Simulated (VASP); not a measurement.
# ZnO (P6_3/mmc) in VASP: a series of runs, part 2 of 2

VASP 6.6.1.

### Step 4. Single point, r2SCAN

This run uses another cell than the first one, of 11.32 Å³/atom, 1.064 times its volume.

POSCAR

```
ZnO
1.0
    3.4165334496      0.0000000000      0.0000000000
   -1.7082667248      2.9588047602      0.0000000000
    0.0000000000      0.0000000000      4.4775677032
Zn O
2 2
Direct
    0.3333333333      0.6666666667      0.2500000000
    0.6666666667      0.3333333333      0.7500000000
    0.6666666667      0.3333333333      0.2500000000
    0.3333333333      0.6666666667      0.7500000000
```

INCAR.step1

```
PREC     = Accurate       # precision mode
ENCUT    = 520            # plane-wave cutoff, eV
ISMEAR   = 0              # smearing method
SIGMA    = 0.01           # smearing width, eV
LREAL    = False          # projectors in reciprocal space
LASPH    = True           # aspherical terms in the spheres
NELM     = 60             # most SCF steps
NBANDS   = 26             # bands
GGA      = PE             # functional
ALGO     = Normal         # electronic algorithm
EDIFF    = 1E-4           # SCF threshold, eV
LWAVE    = True           # write WAVECAR
LCHARG   = False          # write CHGCAR
```

INCAR.step2

```
PREC     = Accurate       # precision mode
ENCUT    = 520            # plane-wave cutoff, eV
EDIFF    = 1E-6           # SCF threshold, eV
ISMEAR   = 0              # smearing method
SIGMA    = 0.01           # smearing width, eV
LREAL    = False          # projectors in reciprocal space
LASPH    = True           # aspherical terms in the spheres
NELM     = 60             # most SCF steps
ALGO     = Normal         # electronic algorithm
ISIF     = 2              # what is computed and relaxed
LWAVE    = False          # write WAVECAR
LCHARG   = False          # write CHGCAR
METAGGA  = R2SCAN         # meta-GGA
LMIXTAU  = True         
NBANDS   = 26             # bands
ISTART   = 1
```

KPOINTS

```
Automatic mesh
0
Gamma
  9 9 6
```

Potentials or basis: VASP PAW PBE potentials, release 64 (Zn, O).

Command:

```console
cat potpaw_PBE.64/Zn/POTCAR potpaw_PBE.64/O/POTCAR > POTCAR
cp INCAR.step1 INCAR
mpirun -np 1 vasp_std > vasp.out
cp INCAR.step2 INCAR
mpirun -np 1 vasp_std > vasp.out
```

OUTCAR:

```text
PREC = Accurate
   ENCUT = 520
   EDIFF = 1E-6
   ISMEAR = 0
   LREAL = False
   LASPH = True
   NELM = 60
   ISIF = 2
   METAGGA = R2SCAN
   ISTART = 1

 ion  position               nearest neighbor table
   1  0.333  0.667  0.250-   3 1.97   3 1.97   3 1.97   4 2.24   4 2.24   2 2.98   2 2.98   2 2.98
                             2 2.98   2 2.98   2 2.98
   2  0.667  0.333  0.750-   4 1.97   4 1.97   4 1.97   3 2.24   3 2.24   1 2.98   1 2.98   1 2.98
                             1 2.98   1 2.98   1 2.98
   3  0.667  0.333  0.250-   1 1.97   1 1.97   1 1.97   2 2.24   2 2.24
   4  0.333  0.667  0.750-   2 1.97   2 1.97   2 1.97   1 2.24   1 2.24

  LATTYP: Found a hexagonal cell.
 ALAT       =     3.4165334496
 C/A-ratio  =     1.3105587196

  Lattice vectors:

 A1 = (   3.4165334496,   0.0000000000,   0.0000000000)
 A2 = (  -1.7082667248,   2.9588047602,   0.0000000000)
 A3 = (   0.0000000000,   0.0000000000,   4.4775677032)

Analysis of symmetry for initial positions (statically):
=====================================================================
 Subroutine PRICEL returns:
 Original cell was already a primitive cell.

 Routine SETGRP: Setting up the symmetry group for a
 hexagonal supercell.

 Subroutine GETGRP returns: Found 24 space group operations
 (whereof 12 operations were pure point group operations)
 out of a pool of 24 trial point group operations.

The static configuration has the point symmetry D_3d.
 The point group associated with its full space group is D_6h.

Analysis of symmetry for dynamics (positions and initial velocities):
=====================================================================
 Subroutine PRICEL returns:
 Original cell was already a primitive cell.

 Routine SETGRP: Setting up the symmetry group for a
 hexagonal supercell.

 Subroutine GETGRP returns: Found 24 space group operations
 (whereof 12 operations were pure point group operations)
 out of a pool of 24 trial point group operations.

The dynamic configuration has the point symmetry D_3d.
 The point group associated with its full space group is D_6h.

 Subroutine INISYM returns: Found 24 space group operations
 (whereof 12 operations are pure point group operations),
 and found     1 'primitive' translations

----------------------------------------------------------------------------------------

                                     Primitive cell

  volume of cell :      45.2631

  direct lattice vectors                    reciprocal lattice vectors
     3.416533450  0.000000000  0.000000000     0.292694339  0.168987155  0.000000000
    -1.708266725  2.958804760  0.000000000     0.000000000  0.337974311  0.000000000
     0.000000000  0.000000000  4.477567703     0.000000000  0.000000000  0.223335540

  length of vectors
     3.416533450  3.416533450  4.477567703     0.337974311  0.337974311  0.223335540

  position of ions in fractional coordinates (direct lattice)
     0.333333333  0.666666667  0.250000000
     0.666666667  0.333333333  0.750000000
     0.666666667  0.333333333  0.250000000
     0.333333333  0.666666667  0.750000000

[... 27 lines left out ...]

 Subroutine IBZKPT returns following result:
 ===========================================

 Found     48 irreducible k-points:

 Following reciprocal coordinates:
            Coordinates               Weight
  0.000000  0.000000  0.000000      1.000000
  0.111111 -0.000000  0.000000      6.000000
  0.222222 -0.000000  0.000000      6.000000
  0.333333 -0.000000  0.000000      6.000000
  0.444444 -0.000000  0.000000      6.000000
  0.111111  0.111111  0.000000      6.000000
[... 16 lines left out ...]
  0.333333  0.222222  0.166667     24.000000
  0.333333  0.333333  0.166667      4.000000
 [... further k-points ...]
   k-points           NKPTS =     48   k-points in BZ     NKDIM =     48   number of bands    NBANDS=     26
   number of dos      NEDOS =    301   number of ions     NIONS =      4
   total plane-waves  NPLWV =  28224
   dimension x,y,z NGX =    28 NGY =   28 NGZ =   36
   dimension x,y,z NGXF=    56 NGYF=   56 NGZF=   72
   ions per type =               2   2
   NGX,Y,Z   is equivalent  to a cutoff of  13.62, 13.62, 13.37 a.u.
   NGXF,Y,Z  is equivalent  to a cutoff of  27.25, 27.25, 26.73 a.u.
 SYSTEM =  unknown system
   PREC   = accura    normal or accurate (medium, high low for compatibility)
   ISTART =      1    job   : 0-new  1-cont  2-samecut
   ICHARG =      0    charge: 1-file 2-atom 10-const
   ISPIN  =      1    spin polarized calculation?
   LNONCOLLINEAR =      F non collinear calculations
   LSORBIT =      F    spin-orbit coupling
   LASPH  =      T    aspherical Exc in radial PAW
   ENCUT  =  520.0 eV  38.22 Ry    6.18 a.u.   6.35  6.35  8.33*2*pi/ulx,y,z
   NELM   =     60;   NELMIN=  2; NELMDL=  0     # of ELM steps
   EDIFF  = 0.1E-05   stopping-criterion for ELM
   LREAL  =      F    real-space projection
   EDIFFG = 0.1E-04   stopping-criterion for IOM
   NSW    =      0    number of steps for IOM
   IBRION =     -1    ionic relax: 0-MD 1-quasi-New 2-CG
   NFREE  =      0    steps in history (QN), initial steepest desc. (CG)
   ISIF   =      2    stress and relaxation
   ISYM   =      2    0-nonsym 1-usesym 2-fastsym
   POTIM  = 0.5000    time-step for ionic-motion
   TEBEG  =    0.0;   TEEND  =   0.0 temperature during run
   PSTRESS=    0.0 pullay stress
   NELECT =      36.0000    total number of electrons
   NUPDOWN=      -1.0000    fix difference up-down
   EMIN   =  10.00;   EMAX   =-10.00  energy-range for DOS
   EFERMI =   0.00;   METHOD = LEGACY
   ISMEAR =     0;   SIGMA  =   0.01  broadening in eV -4-tet -1-fermi 0-gaus
   EFERMI_NEDOS =   21; number of points for ismear=-14 and -15
   IALGO  =     38    algorithm
   IMIX   =      4    mixing-type and parameters
     AMIX     =   0.40;   BMIX     =  1.00
     AMIX_MAG =   1.60;   BMIX_MAG =  1.00
  volume/ion in A,a.u.               =      11.32        76.36
  Fermi-wavevector in a.u.,A,eV,Ry     =   1.516798  2.866332 31.302581  2.300675
  Thomas-Fermi vector in A             =   2.626139
   LORBIT       =      0    0 simple, 1 ext, 2 COOP (PROOUT), +10 PAW based schemes
   METAGGA = R2SCAN    functional components
   LHFCALC =     F    Hartree Fock is set to
   AEXX    =    0.0000 exact exchange contribution
   IVDW    =     0    specifies the selected vdW correction
   LEPSILON=     F    determine dielectric tensor
   LRPA    =     F    only Hartree local field effects (RPA)
 non-spin polarized calculation
 Gauss-broadening in eV      SIGMA  =   0.01
  energy-cutoff  :      520.00
  volume of cell :       45.26
 maximum number of plane-waves:      1237
 NGX is ok and might be reduce to    28
   NGX = 13   NGY = 13   NGZ = 17

 number of electron      36.0000018 magnetization

 Free energy of the ion-electron system (eV)
  ---------------------------------------------------
  ext. energy  EPLUGINS =         0.00000000
  ---------------------------------------------------
  free energy    TOTEN  =       -36.07551662 eV

  energy without entropy =      -36.07551662  energy(sigma->0) =      -36.07551662

 E-fermi :   1.1896     XC(G=0): -11.9798

 val. band max:        1.1136486792   @ k =   0.3333   0.3333   0.5000
 cond. band min:       2.5903909799   @ k =   0.0000   0.0000   0.0000
 fundamental gap:      1.4767423007
 Fermi energy:         1.1895636708

 k-point     1 :       0.0000    0.0000    0.0000
  band No.  band energies     occupation
      1     -17.9972      2.00000
      2     -16.8419      2.00000
      3      -4.7737      2.00000
      4      -4.7735      2.00000
      5      -4.6507      2.00000
      6      -4.6506      2.00000
[... 685 lines left out ...]
     25      15.7507      0.00000
     26      16.0424      0.00000

 [... further k-points ...]

------------------------ aborting loop because EDIFF is reached ----------------------------------------

  FORCE on cell =-STRESS in cart. coord.  units (eV):
  Direction    XX          YY          ZZ          XY          YZ          ZX
  --------------------------------------------------------------------------------------
  -------------------------------------------------------------------------------------
  Total        0.3266271      0.3266271      0.3080233     -0.0000000      0.0000000      0.0000000
  in kB       11.5616177     11.5616177     10.9030989     -0.0000000      0.0000000      0.0000000
  external PRESSURE =      11.3421114 kB  Pullay stress =       0.0000000 kB

 VOLUME and BASIS-vectors are now :
 -----------------------------------------------------------------------------
  energy-cutoff  :      520.00
  volume of cell :       45.26
      direct lattice vectors                 reciprocal lattice vectors
     3.416533450  0.000000000  0.000000000     0.292694339  0.168987155  0.000000000
    -1.708266725  2.958804760  0.000000000     0.000000000  0.337974311  0.000000000
     0.000000000  0.000000000  4.477567703     0.000000000  0.000000000  0.223335540

 POSITION                                       TOTAL-FORCE (eV/Angst)
 -----------------------------------------------------------------------------------
     -0.00000      1.97254      1.11939         0.000000     -0.000000      0.000000
      1.70827      0.98627      3.35818        -0.000000      0.000000     -0.000000
      1.70827      0.98627      1.11939        -0.000000      0.000000      0.000000
     -0.00000      1.97254      3.35818         0.000000     -0.000000      0.000000
 -----------------------------------------------------------------------------------
    total drift:                               -0.000000     -0.000000     -0.000000

  FREE ENERGIE OF THE ION-ELECTRON SYSTEM (eV)
  ---------------------------------------------------
  free  energy   TOTEN  =       -36.0755166246 eV

  energy  without entropy=      -36.0755166246  energy(sigma->0) =      -36.07551662
```

Wall time 2.6 min (1 thread of Intel Xeon Platinum 8375C at 2.90GHz (Ice Lake), shared host); peak memory 0.19 GiB.

Results:

| Item | Value |
| --- | --- |
| Free energy | -36.0755 eV |
| Pressure | 1.1 GPa |
| Band gap on the k mesh | 1.48 eV, indirect (least direct gap 1.51 eV) |

Levels at points of the mesh, in eV from the valence-band top:
| k point | band 14 | band 15 | band 16 | band 17 | band 18 | band 19 | band 20 | band 21 | band 22 | band 23 |
| --- | --- | --- | --- | --- | --- | --- | --- | --- | --- | --- |
| (0.00, 0.00, 0.00) | -0.97 | -0.78 | -0.78 | -0.03 | -0.03 | 1.48 | 5.64 | 10.70 | 12.23 | 12.23 |
| (0.00, 0.00, 0.50) | -2.21 | -0.34 | -0.34 | -0.34 | -0.34 | 4.86 | 4.86 | 12.39 | 12.39 | 12.40 |

Caveat: the PAW data sets were made with another functional, which shifts forces and pressure a little. A k mesh can miss the band edges.

### Step 5. Single point, PBE

This run uses another cell than the first one, of 11.32 Å³/atom, 1.064 times its volume.

INCAR

```
ALGO = Normal ; EDIFF = 1E-7
ENCUT = 520 ; GGA = PE
ISIF = 2 ; ISMEAR = 0
LASPH = True ; LCHARG = False
LREAL = False ; LWAVE = False
NBANDS = 26 ; NELM = 80
PREC = Accurate ; SIGMA = 0.01
```

KPOINTS

```
k-points
0
Gamma
  12 12 6
```

POSCAR is that of step 4.

Command:

```console
cat potpaw_PBE.64/Zn/POTCAR potpaw_PBE.64/O/POTCAR > POTCAR
mpirun -np 1 vasp_std > vasp.out
```

Wall time 85 s (1 thread of Intel Xeon Platinum 8375C at 2.90GHz (Ice Lake), shared host); peak memory 0.21 GiB.

The run converged. Its results:

* Free energy: -17.5285 eV
* Pressure: 7.6 GPa
* Band gap on the k mesh: 1.00 eV, indirect (least direct gap 1.06 eV)

Stress tensor (GPa, compression positive):
```
7.86 0.00 0.00
0.00 7.86 0.00
0.00 0.00 7.16
```

Levels at points of the mesh, in eV from the valence-band top:
```
           k point  band 15  band 16  band 17  band 18  band 19  band 20  band 21  band 22
(0.00, 0.00, 0.00)    -0.80    -0.80    -0.05    -0.05     1.00     4.94     9.98    11.47
(0.50, 0.00, 0.00)    -2.65    -2.50    -1.49    -1.31     5.90     6.52     7.89     9.63
(0.00, 0.00, 0.50)    -0.36    -0.36    -0.36    -0.36     4.37     4.37    11.51    11.51
(0.50, 0.00, 0.50)    -1.87    -1.87    -0.35    -0.35     6.16     6.16     8.82     8.82
```

### Step 6. Single point, r2SCAN (volume changed by +3%)

POSCAR

```
ZnO
1.0
    3.4503627135      0.0000000000      0.0000000000
   -1.7251813568      2.9881017621      0.0000000000
    0.0000000000      0.0000000000      4.5219029401
Zn O
2 2
Direct
    0.3333333333      0.6666666667      0.2500000000
    0.6666666667      0.3333333333      0.7500000000
    0.6666666667      0.3333333333      0.2500000000
    0.3333333333      0.6666666667      0.7500000000
```

INCAR.step1

```
ALGO = Normal
EDIFF = 1E-4
ENCUT = 520
GGA = PE
ISMEAR = 0
LASPH = True
LCHARG = False
LREAL = False
LWAVE = True
NBANDS = 26
NELM = 80
PREC = Accurate
SIGMA = 0.01
```

INCAR.step2

```
ALGO = Normal
EDIFF = 1E-7
ENCUT = 520
ISIF = 2
ISMEAR = 0
ISTART = 1
LASPH = True
LCHARG = False
LMIXTAU = True
LREAL = False
LWAVE = False
METAGGA = R2SCAN
NBANDS = 26
NELM = 80
PREC = Accurate
SIGMA = 0.01
```

KPOINTS

```
k-points
0
Gamma
  9 9 6
```

Potentials or basis: VASP PAW PBE potentials, release 64 (Zn, O).

Command:

```console
cat potpaw_PBE.64/Zn/POTCAR potpaw_PBE.64/O/POTCAR > POTCAR
cp INCAR.step1 INCAR
mpirun -np 1 vasp_std > vasp.out
cp INCAR.step2 INCAR
mpirun -np 1 vasp_std > vasp.out
```

Run time: 3.8 min. Hardware: 1 thread of Intel Xeon Platinum 8375C at 2.90GHz (Ice Lake), shared host; peak memory 0.2 GiB.

Results (log left out):

* Free energy: -36.0658 eV
* Pressure: -3.4 GPa
* Band gap on the k mesh: 1.39 eV, indirect (least direct gap 1.44 eV)

Stress tensor (GPa, compression positive):
```
-3.64  0.00  0.00
 0.00 -3.64  0.00
 0.00  0.00 -2.81
```

Levels at points of the mesh, in eV from the valence-band top:
| k point | band 15 | band 16 | band 17 | band 18 | band 19 | band 20 | band 21 | band 22 |
| --- | --- | --- | --- | --- | --- | --- | --- | --- |
| (0.00, 0.00, 0.00) | -0.78 | -0.78 | -0.05 | -0.05 | 1.39 | 5.49 | 10.55 | 12.10 |
| (0.00, 0.00, 0.50) | -0.35 | -0.35 | -0.35 | -0.35 | 4.74 | 4.74 | 12.19 | 12.19 |

Caveat: the cell differs from its parent crystal (volume changed by +3%); the PAW data sets were made with another functional, which shifts forces and pressure a little. A k mesh can miss the band edges.

### Step 7. The runs side by side

```csv
level,cell,k mesh,gap on the mesh (eV),pressure (GPa)
r2SCAN,"a = 3.347, b = 3.347, c = 4.386 Å, angles 90.0, 90.0, 120.0°, 4 atoms",9 × 9 × 6,1.65,12.8
r2SCAN,"a = 3.382, b = 3.382, c = 4.432 Å, angles 90.0, 90.0, 120.0°, 4 atoms",9 × 9 × 6,1.56,6.5
r2SCAN,"a = 3.417, b = 3.417, c = 4.478 Å, angles 90.0, 90.0, 120.0°, 4 atoms",9 × 9 × 6,1.48,1.1
PBE,"a = 3.417, b = 3.417, c = 4.478 Å, angles 90.0, 90.0, 120.0°, 4 atoms",12 × 12 × 6,1.00,7.6
r2SCAN,"a = 3.450, b = 3.450, c = 4.522 Å, angles 90.0, 90.0, 120.0°, 4 atoms",9 × 9 × 6,1.39,-3.4
```

Alike in all rows: task single point; potentials or basis VASP PAW PBE potentials, release 64 (Zn, O); no spin polarisation; cutoff (eV) 520; smearing gaussian 0.01 eV.

Caveats: the PAW data sets were made with another functional, which shifts forces and pressure a little (some runs).

Total energies depend on the potentials used, so only differences within one code and one set of settings carry meaning.
